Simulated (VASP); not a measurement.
# BaCa3F8 (Cmmm) in VASP: single point with PBE0

Aim: the single point of BaCa3F8 with PBE0.

Everything below comes from runs of VASP 6.6.1. Logs are shortened: lines on timing, memory, paths and dates and some standing lists are left out, and cuts for length are marked.

## (1) The cell of the first run

Symmetry: Cmmm, No. 65, orthorhombic system. The conventional cell has a = 7.956 Å, b = 11.379 Å, c = 3.961 Å, α = 90.00°, β = 90.00°, γ = 90.00°. Within 3.4 Å of Ba (site symmetry mmm) lie 8 F at 2.58 to 2.60 Å. Within 3.2 Å of F (site symmetry m2m) lie 4 Ca at 2.40 to 2.48 Å and 6 F at 2.68 to 2.73 Å. F (site symmetry m2m) has 2 Ca at 2.32 Å and 2 Ba at 2.58 Å and 5 F at 2.68 to 2.91 Å within 3.1 Å. Within 3.2 Å of F (site symmetry m) lie 3 Ca at 2.39 to 2.40 Å and 1 Ba at 2.60 Å and 6 F at 2.71 to 3.00 Å. Within 3.1 Å of Ca (site symmetry 2/m) lie 8 F at 2.32 to 2.48 Å. Within 3.2 Å of Ca (site symmetry mmm) lie 8 F at 2.39 to 2.40 Å.

## (2) Single point, PBE0

Contents of POSCAR:

```
BaCa3F8
1.0
    3.9782349180     -5.6895120744      0.0000000000
    3.9782349180      5.6895120744      0.0000000000
    0.0000000000      0.0000000000      3.9608481574
Ba F Ca
1 8 3
Direct
    0.0000000000      0.0000000000      0.0000000000
    0.3802126811      0.6197873189      0.5000000000
    0.1450838997      0.8549161003      0.5000000000
    0.8649697315      0.6016368249      0.0000000000
    0.6016368249      0.8649697315      0.0000000000
    0.3983631751      0.1350302685      0.0000000000
    0.1350302685      0.3983631751      0.0000000000
    0.8549161003      0.1450838997      0.5000000000
    0.6197873189      0.3802126811      0.5000000000
    0.5000000000      0.0000000000      0.5000000000
    0.0000000000      0.5000000000      0.5000000000
    0.5000000000      0.5000000000      0.0000000000
```

Contents of INCAR.step1:

```
PREC = Accurate
ENCUT = 520
EDIFF = 1E-5
ISMEAR = 0
SIGMA = 0.01
LREAL = F
LASPH = T
NELM = 60
ALGO = Normal
ISIF = 2
LWAVE = T
LCHARG = F
GGA = PE
NBANDS = 60
KPAR = 4
```

Contents of INCAR.step2:

```
PREC = Accurate
ENCUT = 520
EDIFF = 1E-6
ISMEAR = 0
SIGMA = 0.01
LREAL = F
LASPH = T
NELM = 60
ALGO = Normal
ISIF = 2
LWAVE = F
LCHARG = F
GGA = PE
LHFCALC = T
AEXX = 0.25
PRECFOCK = Fast
ISTART = 1
NBANDS = 60
KPAR = 4
```

Contents of KPOINTS:

```
Automatic mesh
0
Gamma
  2 2 4
```

Potentials or basis: VASP PAW PBE potentials, release 64 (Ba_sv, F, Ca_sv).

On the command line:

```bash
$ cat potpaw_PBE.64/Ba_sv/POTCAR potpaw_PBE.64/F/POTCAR potpaw_PBE.64/Ca_sv/POTCAR > POTCAR
$ cp INCAR.step1 INCAR
$ mpirun -np 4 vasp_std > vasp.out
$ cp INCAR.step2 INCAR
$ mpirun -np 4 vasp_std > vasp.out
```

OUTCAR:

```text
PREC = Accurate
   ENCUT = 520
   EDIFF = 1E-6
   ISMEAR = 0
   LREAL = F
   LASPH = T
   NELM = 60
   ISIF = 2
   GGA = PE
   LHFCALC = T
   AEXX = 0.25
   PRECFOCK = Fast
   ISTART = 1

 ion  position               nearest neighbor table
   1  0.000  0.000  0.000-   3 2.58   8 2.58   3 2.58   8 2.58   7 2.60   4 2.60   5 2.60   6 2.60

   2  0.380  0.620  0.500-  12 2.40  12 2.40  10 2.48  11 2.48
   3  0.145  0.855  0.500-  10 2.32  11 2.32   1 2.58   1 2.58
   4  0.865  0.602  0.000-  12 2.39  11 2.40  11 2.40   1 2.60
   5  0.602  0.865  0.000-  12 2.39  10 2.40  10 2.40   1 2.60
   6  0.398  0.135  0.000-  12 2.39  10 2.40  10 2.40   1 2.60
   7  0.135  0.398  0.000-  12 2.39  11 2.40  11 2.40   1 2.60
   8  0.855  0.145  0.500-  10 2.32  11 2.32   1 2.58   1 2.58
   9  0.620  0.380  0.500-  12 2.40  12 2.40  10 2.48  11 2.48
  10  0.500  0.000  0.500-   3 2.32   8 2.32   6 2.40   5 2.40   5 2.40   6 2.40   2 2.48   9 2.48

  11  0.000  0.500  0.500-   3 2.32   8 2.32   7 2.40   4 2.40   4 2.40   7 2.40   2 2.48   9 2.48

  12  0.500  0.500  0.000-   4 2.39   5 2.39   6 2.39   7 2.39   2 2.40   9 2.40   2 2.40   9 2.40

  LATTYP: Found a base centered orthorhombic cell.
 ALAT       =     7.9564698360
 B/A-ratio  =     1.4301599055
 C/A-ratio  =     0.4978147645

  Lattice vectors:

 A1 = (   3.9782349180,  -5.6895120744,   0.0000000000)
 A2 = (   3.9782349180,   5.6895120744,   0.0000000000)
 A3 = (   0.0000000000,   0.0000000000,   3.9608481574)

Analysis of symmetry for initial positions (statically):
=====================================================================
 Subroutine PRICEL returns:
 Original cell was already a primitive cell.

 Routine SETGRP: Setting up the symmetry group for a
 base centered orthorhombic supercell.

 Subroutine GETGRP returns: Found  8 space group operations
 (whereof  8 operations were pure point group operations)
 out of a pool of  8 trial point group operations.

The static configuration has the point symmetry D_2h.

Analysis of symmetry for dynamics (positions and initial velocities):
=====================================================================
 Subroutine PRICEL returns:
 Original cell was already a primitive cell.

[... 127 lines left out ...]
   EFERMI_NEDOS =   21; number of points for ismear=-14 and -15
   IALGO  =     38    algorithm
   IMIX   =      1    mixing-type and parameters
     AMIX     =   0.40;   BMIX     =  1.00
     AMIX_MAG =   1.60;   BMIX_MAG =  1.00
  volume/ion in A,a.u.               =      14.94       100.83
  Fermi-wavevector in a.u.,A,eV,Ry     =   1.329344  2.512096 24.043608  1.767155
  Thomas-Fermi vector in A             =   2.458513
   LORBIT       =      0    0 simple, 1 ext, 2 COOP (PROOUT), +10 PAW based schemes
   GGA     = PE    functional components
   LHFCALC =     T    Hartree Fock is set to
   PRECFOCK=fast      Normal, Fast or Accurate (Low or Medium for compatibility)
   ENCUT4O =  -1.0   cutoff for four orbital integrals eV
   NKREDX  =     1    reduce k-point grid by
   NKREDY  =     1    reduce k-point grid by
   NKREDZ  =     1    reduce k-point grid by
   AEXX    =    0.2500 exact exchange contribution
   HFSCREEN=    0.0000 screening length (either q_TF or 0.3 A-1)
   HFSCREENC=   0.0000 screening length for correlation (either q_TF or 0.3 A-1)
   ENCUTFOCK=  -1.0 apply spherical cutoff to Coloumb kernel
   IVDW    =     0    specifies the selected vdW correction
   LEPSILON=     F    determine dielectric tensor
   LRPA    =     F    only Hartree local field effects (RPA)
 non-spin polarized calculation
 Gauss-broadening in eV      SIGMA  =   0.01
  energy-cutoff  :      520.00
  volume of cell :      179.30
 maximum number of plane-waves:      4856
 NGX is ok and might be reduce to    54
  NGX = 28; NGY = 28; NGZ = 16

 number of electron      95.9999952 magnetization

 Free energy of the ion-electron system (eV)
  ---------------------------------------------------
  ext. energy  EPLUGINS =         0.00000000
  ---------------------------------------------------
  free energy    TOTEN  =       -84.49876965 eV

  energy without entropy =      -84.49876965  energy(sigma->0) =      -84.49876965

 E-fermi :  -2.8696     XC(G=0):  -7.3542

 val. band max:       -2.9458246964   @ k =   0.0000   0.0000   0.0000
 cond. band min:       6.4133333057   @ k =   0.0000   0.0000   0.0000
 fundamental gap:      9.3591580021
 Fermi energy:        -2.8696088459

 k-point     1 :       0.0000    0.0000    0.0000
  band No.  band energies     occupation
      1     -41.4581      2.00000
      2     -41.4487      2.00000
      3     -41.1539      2.00000
      4     -27.2634      2.00000
      5     -25.1685      2.00000
      6     -24.5858      2.00000
[... 556 lines left out ...]
     59       9.8655      0.00000
     60      10.2038      0.00000

------------------------ aborting loop because EDIFF is reached ----------------------------------------

  FORCE on cell =-STRESS in cart. coord.  units (eV):
  Direction    XX          YY          ZZ          XY          YZ          ZX
  --------------------------------------------------------------------------------------
  -------------------------------------------------------------------------------------
  Total        1.7389316      1.6589484      1.7122210      0.0000000      0.0000000      0.0000000
  in kB       15.5385127     14.8238097     15.2998358      0.0000000      0.0000000      0.0000000
  external PRESSURE =      15.2207194 kB  Pullay stress =       0.0000000 kB

 VOLUME and BASIS-vectors are now :
 -----------------------------------------------------------------------------
  energy-cutoff  :      520.00
  volume of cell :      179.30
      direct lattice vectors                 reciprocal lattice vectors
     3.978234918 -5.689512074  0.000000000     0.125683880 -0.087880998  0.000000000
     3.978234918  5.689512074  0.000000000     0.125683880  0.087880998  0.000000000
     0.000000000  0.000000000  3.960848157     0.000000000  0.000000000  0.252471178

 POSITION                                       TOTAL-FORCE (eV/Angst)
 -----------------------------------------------------------------------------------
      0.00000      0.00000      0.00000        -0.000000      0.000000      0.000000
      3.97823      1.36306      1.98042        -0.000000     -0.009247     -0.000000
      3.97823      4.03860      1.98042        -0.000000      0.009341      0.000000
      5.83451     -1.49824      0.00000        -0.005900      0.006500      0.000000
      5.83451      1.49824      0.00000        -0.005900     -0.006500      0.000000
      2.12196     -1.49824      0.00000         0.005900      0.006500     -0.000000
      2.12196      1.49824      0.00000         0.005900     -0.006500     -0.000000
      3.97823     -4.03860      1.98042        -0.000000     -0.009341      0.000000
      3.97823     -1.36306      1.98042        -0.000000      0.009247      0.000000
      1.98912     -2.84476      1.98042        -0.000000      0.000000      0.000000
      1.98912      2.84476      1.98042        -0.000000     -0.000000      0.000000
      3.97823      0.00000      0.00000        -0.000000      0.000000      0.000000
 -----------------------------------------------------------------------------------
    total drift:                               -0.000001      0.000001     -0.000003

  FREE ENERGIE OF THE ION-ELECTRON SYSTEM (eV)
  ---------------------------------------------------
  free  energy   TOTEN  =       -84.4987696498 eV

  energy  without entropy=      -84.4987696498  energy(sigma->0) =      -84.49876965
```

OSZICAR.step1:

```text
N       E                     dE             d eps       ncg     rms          rms(c)
DAV:   1     0.102293388272E+04    0.10229E+04   -0.51563E+04  1080   0.160E+03
DAV:   2     0.118054592132E+02   -0.10111E+04   -0.97910E+03  1284   0.446E+02
DAV:   3    -0.707122234177E+02   -0.82518E+02   -0.82126E+02  1380   0.134E+02
DAV:   4    -0.740090923679E+02   -0.32969E+01   -0.32916E+01  1784   0.226E+01
DAV:   5    -0.741677923788E+02   -0.15870E+00   -0.15868E+00  1544   0.351E+00    0.168E+01
DAV:   6    -0.682987083869E+02    0.58691E+01   -0.29017E+01  1380   0.224E+01    0.753E+00
DAV:   7    -0.683953982433E+02   -0.96690E-01   -0.17666E+00  1512   0.548E+00    0.400E+00
DAV:   8    -0.684652542517E+02   -0.69856E-01   -0.24358E-01  1316   0.300E+00    0.829E-01
DAV:   9    -0.684860878555E+02   -0.20834E-01   -0.79833E-02  1304   0.127E+00    0.228E-01
DAV:  10    -0.684935398639E+02   -0.74520E-02   -0.10741E-02  1436   0.425E-01    0.146E-01
DAV:  11    -0.684941027730E+02   -0.56291E-03   -0.12673E-03  1496   0.191E-01    0.605E-02
DAV:  12    -0.684941412032E+02   -0.38430E-04   -0.19123E-04  1300   0.676E-02    0.256E-02
DAV:  13    -0.684941598843E+02   -0.18681E-04   -0.13456E-04  1304   0.600E-02    0.148E-02
DAV:  14    -0.684941598440E+02    0.40258E-07   -0.21690E-05  1072   0.280E-02
   1 F= -.68494160E+02 E0= -.68494160E+02  d E =-.924358E-12
```

Wall time 16 min (4 MPI ranks of Intel Xeon 6975P-C (Granite Rapids), shared host); peak memory 0.38 GiB.

What came out:

- Free energy: -84.4988 eV
- Pressure: 1.5 GPa
- Largest force: 0.009 eV/Å
- Band gap on the k mesh: 9.36 eV

Forces on the atoms (eV/Å):
```
Ba   0.000  0.000  0.000
F    0.000 -0.009  0.000
F    0.000  0.009  0.000
F   -0.006  0.006  0.000
F   -0.006 -0.006  0.000
F    0.006  0.006  0.000
F    0.006 -0.006  0.000
F    0.000 -0.009  0.000
F    0.000  0.009  0.000
Ca   0.000  0.000  0.000
Ca   0.000  0.000  0.000
Ca   0.000  0.000  0.000
```

Levels at points of the mesh, in eV from the valence-band top:
```tsv
k point	band 44	band 45	band 46	band 47	band 48	band 49	band 50	band 51	band 52	band 53
(0.00, 0.00, 0.00)	-0.45	-0.42	-0.30	-0.23	0.00	9.36	10.44	11.72	12.05	12.10
(0.50, 0.00, 0.00)	-0.50	-0.44	-0.28	-0.27	-0.12	10.06	10.81	11.11	11.68	11.91
(0.50, 0.50, 0.00)	-0.36	-0.26	-0.26	-0.23	-0.05	10.05	11.15	11.64	11.65	11.93
(0.00, 0.00, 0.50)	-0.33	-0.30	-0.17	-0.14	-0.08	10.03	11.19	11.42	11.72	12.31
(0.50, 0.00, 0.50)	-0.35	-0.24	-0.21	-0.17	-0.10	9.96	11.21	11.43	11.61	12.53
(0.50, 0.50, 0.50)	-0.42	-0.41	-0.26	-0.05	-0.03	9.73	11.11	12.01	12.11	12.27
```

Caveat: the k points lie up to 0.48 Å⁻¹ apart; the PAW data sets were made with another functional, which shifts forces and pressure a little; spin-orbit coupling is left out, which moves the levels of the heavy elements. A k mesh can miss the band edges.
